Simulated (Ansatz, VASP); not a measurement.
One calculation of C, two programs

```
C
1.0
    -1.22267   -2.11645    0.00000
     1.22267   -2.11645    0.00000
     0.13585   -0.70548   13.45153
C
8
Direct
  0.31941 0.30552 0.12500
  0.79163 0.74996 0.37500
  0.26385 0.19441 0.62500
  0.73607 0.63885 0.87500
  0.65281 0.63893 0.12500
  0.12504 0.08337 0.37500
  0.59726 0.52781 0.62500
  0.06948 0.97226 0.87500
```

Alike in both runs: task single point; functional LDA; k mesh 15 × 15 × 3; occupations gaussian, width 0.03 eV; no spin polarisation.

|  | VASP | Ansatz |
| --- | --- | --- |
| version | VASP 6.6.1 | Ansatz 0.2.0 |
| potentials or method | VASP PAW LDA potentials, release 64 (C), cutoff 520 eV | scalar-relativistic, plane waves, PAW |
| valence electrons in the cell | 32 | 32 |

```csv
,VASP,Ansatz,Ansatz less VASP
gap on the k mesh at the Fermi level (eV),0.10,0.10,0.000
least direct gap on the mesh (eV),0.10,0.10,0.000
pressure (GPa),0.9,0.0,-0.90
"traceless stress, the component that is largest in VASP (GPa)",-1.14,-0.11,+1.022
rms of the force components (eV/Å),0.006,0.006,0.0000
```

Ansatz warns that its potentials were made for another functional, while VASP's fit it. LDA's correlation is that of Perdew and Zunger in VASP and of Perdew and Wang (1992) in Ansatz. Atom by atom the forces differ by 0.000 eV/Å (rms over components).
